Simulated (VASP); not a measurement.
Input of a VASP 6.6.1 run:

The input INCAR:

```
SYSTEM = Au
PREC     = Accurate       ! precision mode
ENCUT    = 520            ! plane-wave cutoff, eV
EDIFF    = 1E-7           ! SCF threshold, eV
ISMEAR   = 0              ! smearing method
SIGMA    = 0.15           ! smearing width, eV
LREAL    = .False.        ! projectors in reciprocal space
LASPH    = .True.         ! aspherical terms in the spheres
NELM     = 80             ! most SCF steps
ALGO     = Fast           ! electronic algorithm
ISIF     = 2              ! what is computed and relaxed
LWAVE    = .False.        ! write WAVECAR
LCHARG   = .False.        ! write CHGCAR
GGA      = PS             ! functional
NBANDS   = 12             ! bands
```

KPOINTS

```
Automatic mesh
0
Gamma
  20 20 20
  0 0 0
```

Contents of POSCAR:

```
Au
1.0
   -1.6572690000      1.6572690000      1.6821280350
    1.6572690000     -1.6572690000      1.6821280350
    1.6572690000      1.6572690000     -1.6821280350
Au
1
Direct
    0.0000000000      0.0000000000      0.0000000000
```

Potentials or basis: VASP PAW PBE potentials, release 64 (Au).

Command:

```bash
$ cat potpaw_PBE.64/Au/POTCAR > POTCAR
$ mpirun -np 1 vasp_std > vasp.out
```

**Question.** What does it give for the pressure?

**Answer.** -11.2 GPa.

Caveat: the cell differs from its parent crystal (strain +0.000 along x and y, +0.015 along z); the PAW data sets were made with another functional, which shifts forces and pressure a little.
